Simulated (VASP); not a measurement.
# Au (Im-3m) in VASP: a series of runs

Au is run at these levels: r2SCAN; tasks: single point, relaxation of cell and atoms.

Program: VASP 6.6.1. These are calculated values, not measurements. Logs are shortened: lines on timing, memory, paths and dates and some standing lists are left out, and cuts for length are marked.

### Step 1. The cell of the first run

The structure is cubic, space group Im-3m (No. 229). Conventional cell: a = 3.275 Å, b = 3.275 Å, c = 3.275 Å, α = 90.00°, β = 90.00°, γ = 90.00°. Au (site symmetry m-3m) has 14 Au at 2.84 to 3.28 Å within 3.7 Å.

This isn't the form of Au at room conditions, which is fcc.

### Step 2. Single point, r2SCAN

POSCAR

```
Au
1.0
   -1.6375961079      1.6375961079      1.6375961079
    1.6375961079     -1.6375961079      1.6375961079
    1.6375961079      1.6375961079     -1.6375961079
Au
1
Direct
    0.0000000000      0.0000000000      0.0000000000
```

INCAR.step1

```
SYSTEM = Au
  PREC = Accurate
  ENCUT = 520
  ISMEAR = 0
  SIGMA = 0.1
  LREAL = .False.
  LASPH = .True.
  NELM = 100
  NBANDS = 12
  GGA = PE
  ALGO = Normal
  EDIFF = 1E-4
  LWAVE = .True.
  LCHARG = .False.
```

INCAR.step2

```
SYSTEM = Au
  PREC = Accurate
  ENCUT = 520
  EDIFF = 1E-6
  ISMEAR = 0
  SIGMA = 0.1
  LREAL = .False.
  LASPH = .True.
  NELM = 100
  ALGO = Normal
  ISIF = 2
  LWAVE = .False.
  LCHARG = .True.
  METAGGA = R2SCAN
  LMIXTAU = .True.
  LELF = .True.
  LVHAR = .True.
  NBANDS = 12
  ISTART = 1
```

KPOINTS

```
Automatic mesh
0
Gamma
  18 18 18
  0 0 0
```

Potentials or basis: VASP PAW PBE potentials, release 64 (Au).

Command:

```
$ cat potpaw_PBE.64/Au/POTCAR > POTCAR
$ cp INCAR.step1 INCAR
$ mpirun -np 1 vasp_std > vasp.out
$ cp INCAR.step2 INCAR
$ mpirun -np 1 vasp_std > vasp.out
```

OUTCAR:

```text
SYSTEM = Au
   PREC = Accurate
   ENCUT = 520
   EDIFF = 1E-6
   ISMEAR = 0
   LREAL = .False.
   LASPH = .True.
   NELM = 100
   ISIF = 2
   METAGGA = R2SCAN
   ISTART = 1

 ion  position               nearest neighbor table
   1  0.000  0.000  0.000-

  LATTYP: Found a body centered cubic cell.
 ALAT       =     3.2751922158

  Lattice vectors:

 A1 = (  -1.6375961079,   1.6375961079,   1.6375961079)
 A2 = (   1.6375961079,  -1.6375961079,   1.6375961079)
 A3 = (   1.6375961079,   1.6375961079,  -1.6375961079)

Analysis of symmetry for initial positions (statically):
=====================================================================
 Subroutine PRICEL returns:
 Original cell was already a primitive cell.

 Routine SETGRP: Setting up the symmetry group for a
 body centered cubic supercell.

 Subroutine GETGRP returns: Found 48 space group operations
 (whereof 48 operations were pure point group operations)
 out of a pool of 48 trial point group operations.

The static configuration has the point symmetry O_h .

Analysis of symmetry for dynamics (positions and initial velocities):
=====================================================================
 Subroutine PRICEL returns:
 Original cell was already a primitive cell.

 Routine SETGRP: Setting up the symmetry group for a
 body centered cubic supercell.

 Subroutine GETGRP returns: Found 48 space group operations
 (whereof 48 operations were pure point group operations)
 out of a pool of 48 trial point group operations.

The dynamic configuration has the point symmetry O_h .

 Subroutine INISYM returns: Found 48 space group operations
 (whereof 48 operations are pure point group operations),
 and found     1 'primitive' translations

----------------------------------------------------------------------------------------

                                     Primitive cell

  volume of cell :      17.5663

  direct lattice vectors                    reciprocal lattice vectors
    -1.637596108  1.637596108  1.637596108     0.000000000  0.305325591  0.305325591
     1.637596108 -1.637596108  1.637596108     0.305325591  0.000000000  0.305325591
     1.637596108  1.637596108 -1.637596108     0.305325591  0.305325591  0.000000000

  length of vectors
     2.836399661  2.836399661  2.836399661     0.431795592  0.431795592  0.431795592

  position of ions in fractional coordinates (direct lattice)
     0.000000000  0.000000000  0.000000000

  ion indices of the primitive-cell ions
   primitive index   ion index
                 1           1

----------------------------------------------------------------------------------------

 KPOINTS: Automatic mesh

Automatic generation of k-mesh.
 Grid dimensions read from file:
 generate k-points for:   18   18   18

 Generating k-lattice:

  Cartesian coordinates                     Fractional coordinates (reciprocal lattice)
     0.000000000  0.016962533  0.016962533     0.055555556  0.000000000  0.000000000
     0.016962533  0.000000000  0.016962533     0.000000000  0.055555556  0.000000000
     0.016962533  0.016962533  0.000000000     0.000000000  0.000000000  0.055555556

  Length of vectors
     0.023988644  0.023988644  0.023988644

  Shift w.r.t. Gamma in fractional coordinates (k-lattice)
     0.000000000  0.000000000  0.000000000

 Subroutine IBZKPT returns following result:
 ===========================================

 Found    195 irreducible k-points:

 Following reciprocal coordinates:
            Coordinates               Weight
  0.000000  0.000000  0.000000      1.000000
  0.055556  0.000000  0.000000     12.000000
  0.111111  0.000000  0.000000     12.000000
  0.166667  0.000000  0.000000     12.000000
  0.222222  0.000000  0.000000     12.000000
  0.277778  0.000000  0.000000     12.000000
[... 16 lines left out ...]
  0.333333  0.111111 -0.000000     48.000000
  0.388889  0.111111  0.000000     48.000000
 [... further k-points ...]
   k-points           NKPTS =    195   k-points in BZ     NKDIM =    195   number of bands    NBANDS=     12
   number of dos      NEDOS =    301   number of ions     NIONS =      1
   total plane-waves  NPLWV =  13824
   dimension x,y,z NGX =    24 NGY =   24 NGZ =   24
   dimension x,y,z NGXF=    48 NGYF=   48 NGZF=   48
   ions per type =               1
   NGX,Y,Z   is equivalent  to a cutoff of  14.07, 14.07, 14.07 a.u.
   NGXF,Y,Z  is equivalent  to a cutoff of  28.13, 28.13, 28.13 a.u.
 SYSTEM =  Au
   PREC   = accura    normal or accurate (medium, high low for compatibility)
   ISTART =      1    job   : 0-new  1-cont  2-samecut
   ICHARG =      0    charge: 1-file 2-atom 10-const
   ISPIN  =      1    spin polarized calculation?
   LNONCOLLINEAR =      F non collinear calculations
   LSORBIT =      F    spin-orbit coupling
   LASPH  =      T    aspherical Exc in radial PAW
   ENCUT  =  520.0 eV  38.22 Ry    6.18 a.u.   5.27  5.27  5.27*2*pi/ulx,y,z
   NELM   =    100;   NELMIN=  2; NELMDL=  0     # of ELM steps
   EDIFF  = 0.1E-05   stopping-criterion for ELM
   LREAL  =      F    real-space projection
   EDIFFG = 0.1E-04   stopping-criterion for IOM
   NSW    =      0    number of steps for IOM
   IBRION =     -1    ionic relax: 0-MD 1-quasi-New 2-CG
   NFREE  =      0    steps in history (QN), initial steepest desc. (CG)
   ISIF   =      2    stress and relaxation
   ISYM   =      2    0-nonsym 1-usesym 2-fastsym
   POTIM  = 0.5000    time-step for ionic-motion
   TEBEG  =    0.0;   TEEND  =   0.0 temperature during run
   PSTRESS=    0.0 pullay stress
   NELECT =      11.0000    total number of electrons
   NUPDOWN=      -1.0000    fix difference up-down
   EMIN   =  10.00;   EMAX   =-10.00  energy-range for DOS
   EFERMI =   0.00;   METHOD = LEGACY
   ISMEAR =     0;   SIGMA  =   0.10  broadening in eV -4-tet -1-fermi 0-gaus
   EFERMI_NEDOS =   21; number of points for ismear=-14 and -15
   IALGO  =     38    algorithm
   IMIX   =      4    mixing-type and parameters
     AMIX     =   0.40;   BMIX     =  1.00
     AMIX_MAG =   1.60;   BMIX_MAG =  1.00
  volume/ion in A,a.u.               =      17.57       118.54
  Fermi-wavevector in a.u.,A,eV,Ry     =   1.400594  2.646739 26.690053  1.961664
  Thomas-Fermi vector in A             =   2.523539
   LORBIT       =      0    0 simple, 1 ext, 2 COOP (PROOUT), +10 PAW based schemes
   METAGGA = R2SCAN    functional components
   LHFCALC =     F    Hartree Fock is set to
   AEXX    =    0.0000 exact exchange contribution
   IVDW    =     0    specifies the selected vdW correction
   LEPSILON=     F    determine dielectric tensor
   LRPA    =     F    only Hartree local field effects (RPA)
 non-spin polarized calculation
 Gauss-broadening in eV      SIGMA  =   0.10
  energy-cutoff  :      520.00
  volume of cell :       17.57
 maximum number of plane-waves:       490
 NGX is ok and might be reduce to    24
   NGX = 11   NGY = 11   NGZ = 11

 number of electron      11.0000001 magnetization

 Free energy of the ion-electron system (eV)
  ---------------------------------------------------
  ext. energy  EPLUGINS =         0.00000000
  ---------------------------------------------------
  free energy    TOTEN  =       -50.57528859 eV

  energy without entropy =      -50.57442545  energy(sigma->0) =      -50.57485702

 E-fermi :   8.9332     XC(G=0): -13.4130

 val. band max:        8.9111272159   @ k =   0.5000   0.5000   0.0556
 cond. band min:       9.0037397623   @ k =  -0.3333   0.3333   0.3333
 fundamental gap:      0.0926125464
 Fermi energy:         8.9331833534

 k-point     1 :       0.0000    0.0000    0.0000
  band No.  band energies     occupation
      1      -0.9158      2.00000
      2       3.8522      2.00000
      3       3.8522      2.00000
      4       3.8522      2.00000
      5       5.7397      2.00000
      6       5.7397      2.00000
      7      26.2528      0.00000
      8      26.2528      0.00000
      9      26.2528      0.00000
     10      33.5528      0.00000
     11      33.5528      0.00000
     12      33.5528      0.00000

 k-point     2 :       0.0556    0.0000    0.0000
  band No.  band energies     occupation
      1      -0.8004      2.00000
      2       3.8169      2.00000
      3       3.8566      2.00000
      4       3.9325      2.00000
      5       5.6971      2.00000
      6       5.7419      2.00000
      7      26.2263      0.00000
      8      26.2805      0.00000
      9      26.3954      0.00000
     10      32.2563      0.00000
     11      32.2805      0.00000
     12      33.1238      0.00000

 k-point     3 :       0.1111    0.0000    0.0000
  band No.  band energies     occupation
      1      -0.4634      2.00000
      2       3.7164      2.00000
      3       3.8671      2.00000
      4       4.1687      2.00000
      5       5.5922      2.00000
      6       5.7491      2.00000
      7      25.9179      0.00000
      8      26.2496      0.00000
      9      26.8109      0.00000
     10      30.4901      0.00000
     11      30.9724      0.00000
     12      31.9838      0.00000
[... 286 lines left out ...]
 k-point    23 :       0.3333    0.1111   -0.0000
  band No.  band energies     occupation
      1       1.8866      2.00000
      2       2.9884      2.00000
      3       4.9878      2.00000
      4       5.5769      2.00000
      5       6.0914      2.00000
      6       7.9276      2.00000
      7      15.4119      0.00000
      8      21.6168      0.00000
      9      23.4592      0.00000
     10      30.2351      0.00000
     11      32.6774      0.00000
     12      32.9490      0.00000

 k-point    24 :       0.3889    0.1111    0.0000
  band No.  band energies     occupation
      1       1.8576      2.00000
      2       2.9105      2.00000
      3       5.3500      2.00000
      4       5.6167      2.00000
      5       6.4263      2.00000
      6       9.0626      0.06715
      7      13.3978      0.00000
      8      21.1287      0.00000
      9      22.9117      0.00000
     10      30.7940      0.00000
     11      32.6311      0.00000
     12      32.8640      0.00000

 [... further k-points ...]

------------------------ aborting loop because EDIFF is reached ----------------------------------------

  FORCE on cell =-STRESS in cart. coord.  units (eV):
  Direction    XX          YY          ZZ          XY          YZ          ZX
  --------------------------------------------------------------------------------------
  -------------------------------------------------------------------------------------
  Total        0.0301794      0.0301794      0.0301794     -0.0000000      0.0000000      0.0000000
  in kB        2.7525825      2.7525825      2.7525825     -0.0000000      0.0000000      0.0000000
  external PRESSURE =       2.7525825 kB  Pullay stress =       0.0000000 kB

 VOLUME and BASIS-vectors are now :
 -----------------------------------------------------------------------------
  energy-cutoff  :      520.00
  volume of cell :       17.57
      direct lattice vectors                 reciprocal lattice vectors
    -1.637596108  1.637596108  1.637596108     0.000000000  0.305325591  0.305325591
     1.637596108 -1.637596108  1.637596108     0.305325591  0.000000000  0.305325591
     1.637596108  1.637596108 -1.637596108     0.305325591  0.305325591  0.000000000

 POSITION                                       TOTAL-FORCE (eV/Angst)
 -----------------------------------------------------------------------------------
      0.00000      0.00000      0.00000        -0.000000      0.000000     -0.000000
 -----------------------------------------------------------------------------------
    total drift:                               -0.000000      0.000000      0.000000

  FREE ENERGIE OF THE ION-ELECTRON SYSTEM (eV)
  ---------------------------------------------------
  free  energy   TOTEN  =       -50.5752885857 eV

  energy  without entropy=      -50.5744254514  energy(sigma->0) =      -50.57485702
```

Wall time 91 s (1 thread of AMD EPYC 9R45 (Zen 5), shared host); peak memory 0.15 GiB.

Results:

* Free energy: -50.5753 eV
* Pressure: 0.3 GPa
* Band gap on the k mesh: zero (an odd number of electrons rules out a gap without spin polarisation)

Caveat: the PAW data sets were made with another functional, which shifts forces and pressure a little; spin-orbit coupling is left out, which moves the levels of the heavy elements.

### Step 3. Relaxation of cell and atoms, r2SCAN

POSCAR

```
Au
1.0
   -1.6384946041      1.6384946041      1.6384946041
    1.6384946041     -1.6384946041      1.6384946041
    1.6384946041      1.6384946041     -1.6384946041
Au
1
Direct
    0.0000000000      0.0000000000      0.0000000000
```

INCAR.step1: that of step 2 with these lines changed.

```diff
@@ -2,3 +2,3 @@
   PREC = Accurate
-  ENCUT = 520
+  ENCUT = 600
   ISMEAR = 0
@@ -8,3 +8,2 @@
   NELM = 100
-  NBANDS = 12
   GGA = PE
```

INCAR.step2

```
SYSTEM = Au
  PREC = Accurate
  ENCUT = 600
  EDIFF = 1E-7
  ISMEAR = 0
  SIGMA = 0.1
  LREAL = .False.
  LASPH = .True.
  NELM = 100
  ALGO = Normal
  ISIF = 3
  LWAVE = .False.
  LCHARG = .False.
  METAGGA = R2SCAN
  LMIXTAU = .True.
  IBRION = 2
  NSW = 100
  EDIFFG = -0.01
  ISTART = 1
```

KPOINTS is that of step 2.

Potentials or basis: VASP PAW PBE potentials, release 64 (Au).

Command:

```
$ cat potpaw_PBE.64/Au/POTCAR > POTCAR
$ cp INCAR.step1 INCAR
$ mpirun -np 1 vasp_std > vasp.out
$ cp INCAR.step2 INCAR
$ mpirun -np 1 vasp_std > vasp.out
```

It took 2.9 min on 1 thread of AMD EPYC 9R45 (Zen 5), shared host; peak memory 0.15 GiB.

The run converged. Its results:

| Property | Result |
| --- | --- |
| Free energy | -50.5749 eV |
| Relaxed volume | 17.61 Å³/atom |
| Relaxed cell | a = 2.839 Å, b = 2.839 Å, c = 2.839 Å, α = 109.47°, β = 109.47°, γ = 109.47° |
| Space group after relaxing (to 0.1 Å) | Im-3m (No. 229) |
| Energy gained by relaxing | 0.0 meV/atom |
| Ionic steps | 3 |
| Pressure after relaxing | 0.0 GPa |
| Band gap on the k mesh | zero (an odd number of electrons rules out a gap without spin polarisation) |

Final structure:
```
CELL_PARAMETERS angstrom
-1.63884 1.63884 1.63884
1.63884 -1.63884 1.63884
1.63884 1.63884 -1.63884
ATOMIC_POSITIONS crystal
Au 0.00000 0.00000 0.00000
```

Levels at points of the mesh, in eV from the Fermi level:
```tsv
k point	band 2	band 3	band 4	band 5	band 6	band 7	band 8	band 9
(0.00, 0.00, 0.00)	-5.07	-5.07	-5.07	-3.19	-3.19	17.32	17.32	17.32
(0.50, 0.00, 0.00)	-6.12	-3.33	-3.01	-1.66	-0.42	3.40	12.99	14.18
(0.50, 0.50, 0.50)	-6.93	-2.04	-2.04	-2.04	6.52	6.52	6.52	9.65
```

Caveat: the PAW data sets were made with another functional, which shifts forces and pressure a little; spin-orbit coupling is left out, which moves the levels of the heavy elements.

The gap in the log of VASP goes by the Fermi energy; the results here count the filled bands.